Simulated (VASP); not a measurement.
# BeTe (l.eB): single point with LDA

The system is BeTe (l.eB).

```
Be Te
1.0
     3.92785    0.00000    0.00000
     0.00000    5.55482    0.00000
     0.00000    0.00000    3.92785
Be Te
2 2
Direct
  0.00000 0.00000 0.00000
  0.50000 0.50000 0.50001
  0.50000 0.25000 0.00000
  0.00000 0.75000 0.50001
```

```
Program                : VASP 6.6.1
Task                   : single point
Functional             : LDA
Potentials or basis    : VASP PAW LDA potentials, release 64 (Be, Te)
Cutoff                 : 600 eV
k mesh                 : 8 × 6 × 8
Occupations            : gaussian, width 0.02 eV
Spin                   : no spin polarisation
Dipole correction      : no
Further INCAR settings : ALGO = Normal; EDIFF = 1e-06; NBANDS = 16
```

- Pressure: 0.3 GPa
- Band gap on the k mesh: 1.77 eV

Levels at points of the mesh, in eV from the valence-band top:
```tsv
k point	band 6	band 7	band 8	band 9	band 10	band 11
(0.00, 0.00, 0.00)	0.00	0.00	0.00	1.77	2.59	3.55
(0.50, 0.00, 0.00)	-3.35	-1.28	-1.28	3.71	3.71	5.53
(0.00, 0.50, 0.00)	-1.79	-1.79	-1.79	2.49	2.49	4.35
(0.50, 0.50, 0.00)	-1.20	-1.20	-1.20	3.17	3.17	4.54
(0.50, 0.00, 0.50)	-2.80	-2.80	-2.80	1.77	1.77	2.59
(0.50, 0.50, 0.50)	-3.94	-3.43	-3.43	5.21	5.21	5.43
```

Wall time 59 s on 1 thread of Intel(R) Xeon(R) Platinum 8488C (Sapphire Rapids), with other jobs on the host, peak memory 0.24 GiB.

Caveat: spin-orbit coupling is left out, which moves the levels of the heavy elements. A k mesh can miss the band edges.
